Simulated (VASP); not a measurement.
Wanted: the native input for a VASP 6.6.1 run.

* Task: single point
* Functional: r2SCAN
* Dispersion: rVV10
* Potentials or basis: VASP PAW PBE potentials, release 64 (Ta_pv, N)
* Cutoff: 520 eV
* k mesh: 10 × 10 × 6
* Occupations: fermi-dirac, width 0.05 eV
* Spin: no spin polarisation
* Dipole correction: no
* Further INCAR settings: ALGO = Normal; EDIFF = 1e-06; NBANDS = 20

The system is Ta2N.

```
Ta N
1.0
     3.06332    0.00000    0.00000
    -1.53166    2.65291    0.00000
     0.00000    0.00000    4.89424
Ta N
2 1
Direct
  0.33333 0.66667 0.25754
  0.66667 0.33333 0.74246
  0.00000 0.00000 0.00000
```

One way to write it, as run:

POSCAR

```
Ta2N
1.0
    3.0633199728      0.0000000000      0.0000000000
   -1.5316599864      2.6529129164      0.0000000000
    0.0000000000      0.0000000000      4.8942444362
Ta N
2 1
Direct
    0.3333333333      0.6666666667      0.2575402749
    0.6666666667      0.3333333333      0.7424597251
    0.0000000000      0.0000000000      0.0000000000
```

INCAR.step1

```
SYSTEM = Ta2N
PREC     = Accurate       ! precision mode
ENCUT    = 520            ! plane-wave cutoff, eV
ISMEAR   = -1             ! smearing method
SIGMA    = 0.05           ! smearing width, eV
LREAL    = .False.        ! projectors in reciprocal space
LASPH    = .True.         ! aspherical terms in the spheres
NELM     = 100            ! most SCF steps
NBANDS   = 20             ! bands
GGA      = PE             ! functional
ALGO     = Normal         ! electronic algorithm
EDIFF    = 1E-4           ! SCF threshold, eV
LWAVE    = .True.         ! write WAVECAR
LCHARG   = .False.        ! write CHGCAR
```

INCAR.step2

```
SYSTEM = Ta2N
PREC     = Accurate       ! precision mode
ENCUT    = 520            ! plane-wave cutoff, eV
EDIFF    = 1E-6           ! SCF threshold, eV
ISMEAR   = -1             ! smearing method
SIGMA    = 0.05           ! smearing width, eV
LREAL    = .False.        ! projectors in reciprocal space
LASPH    = .True.         ! aspherical terms in the spheres
NELM     = 100            ! most SCF steps
ALGO     = Normal         ! electronic algorithm
ISIF     = 2              ! what is computed and relaxed
LWAVE    = .False.        ! write WAVECAR
LCHARG   = .True.         ! write CHGCAR
METAGGA  = R2SCAN         ! meta-GGA
LMIXTAU  = .True.       
LUSE_VDW = .True.       
IVDW_NL  = 2            
BPARAM   = 11.95        
CPARAM   = 0.0093       
LELF     = .True.         ! ELF
LVHAR    = .True.       
NBANDS   = 20             ! bands
ISTART   = 1
```

KPOINTS

```
Automatic mesh
0
Gamma
  10 10 6
  0 0 0
```

Potentials or basis: VASP PAW PBE potentials, release 64 (Ta_pv, N).

Launch:

```console
$ cat potpaw_PBE.64/Ta_pv/POTCAR potpaw_PBE.64/N/POTCAR > POTCAR
$ cp INCAR.step1 INCAR
$ mpirun -np 1 vasp_std > vasp.out
$ cp INCAR.step2 INCAR
$ mpirun -np 1 vasp_std > vasp.out
```

It gave:

```
Pressure               : 1.8 GPa
Largest force          : 0.082 eV/Å
Band gap on the k mesh : zero (an odd number of electrons rules out a gap without spin polarisation)
```

Caveat: the PAW data sets were made with another functional, which shifts forces and pressure a little; spin-orbit coupling is left out, which moves the levels of the heavy elements.

It took 3.7 min on 1 thread of Intel Xeon 8259CL (shared host), peak memory 0.29 GiB.
